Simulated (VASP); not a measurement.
Runs of VASP 6.6.1 on Ge. The structure is that of space group Fd-3m (No. 227), or close to it. The cells are those of the table. 

```tsv
cell	gap on the mesh (eV)	pressure (GPa)	largest force (eV/Å)
a = 4.000, b = 4.000, c = 4.015 Å, angles 59.9, 59.9, 59.8°, 2 atoms	0.01	0.3	0.06
a = 4.001, b = 4.001, c = 4.035 Å, angles 59.7, 59.7, 59.4°, 2 atoms	0.02	0.6	0.15
a = 4.001, b = 4.001, c = 4.025 Å, angles 59.8, 59.8, 59.6°, 2 atoms	0.01	0.6	0.11
a = 4.000, b = 4.000, c = 4.005 Å, angles 60.0°, 2 atoms	none	(a)	0.02
```

Alike in all rows: task single point; level PBEsol; potentials or basis VASP PAW PBE potentials, release 64 (Ge_d); no spin polarisation; k mesh 14 × 14 × 14; cutoff (eV) 520; smearing gaussian 0.15 eV.

**Question.** Estimate the missing entries.

**Answer.** (a) 0.2.

Caveats: the PAW data sets were made with another functional, which shifts forces and pressure a little; the smearing spreads over this small gap (at least some runs); semilocal functionals underestimate gaps, and a narrow one can read as zero (at least some runs).

A k mesh can miss the band edges, and the runs leave out spin-orbit coupling on Ge.

A gap of «none» marks levels without a gap at the run's occupations.
